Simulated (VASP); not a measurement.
TaWC2, 4 atoms in the cell. It takes space group R-3m (No. 166, trigonal). Conventional cell: a = 3.185 Å, b = 3.185 Å, c = 15.506 Å, α = 90.00°, β = 90.00°, γ = 120.00°. W (site symmetry -3m) has 6 C at 2.24 Å within 3.0 Å. Within 3.0 Å of Ta (site symmetry -3m) lie 6 C at 2.26 Å. C (site symmetry 3m) has 3 W at 2.24 Å and 3 Ta at 2.26 Å within 3.0 Å. 

| Item | Value |
| --- | --- |
| Program | VASP 6.6.1 |
| Task | single point |
| Functional | r2SCAN |
| Potentials or basis | VASP PAW PBE potentials, release 64 (W_sv, Ta_pv, C) |
| Cutoff | 520 eV |
| k mesh | 10 × 10 × 10 |
| Occupations | fermi-dirac, width 0.05 eV |
| Spin | no spin polarisation |
| Dipole correction | no |
| Further INCAR settings | ALGO = Normal; EDIFF = 1e-07; NBANDS = 24 |

Potentials or basis: VASP PAW PBE potentials, release 64 (W_sv, Ta_pv, C).

The run is started by

```sh
$ cat potpaw_PBE.64/W_sv/POTCAR potpaw_PBE.64/Ta_pv/POTCAR potpaw_PBE.64/C/POTCAR > POTCAR
$ cp INCAR.step1 INCAR
$ mpirun -np 1 vasp_std > vasp.out
$ cp INCAR.step2 INCAR
$ mpirun -np 1 vasp_std > vasp.out
```

Hardware: 1 thread of AMD EPYC 9R45 96-Core Processor (Zen 5) (shared host).

How long does it take, and how much memory?

Wall time 12 min on 1 thread of AMD EPYC 9R45 96-Core Processor (Zen 5) (shared host), peak memory 0.35 GiB. Counts: k points 116.
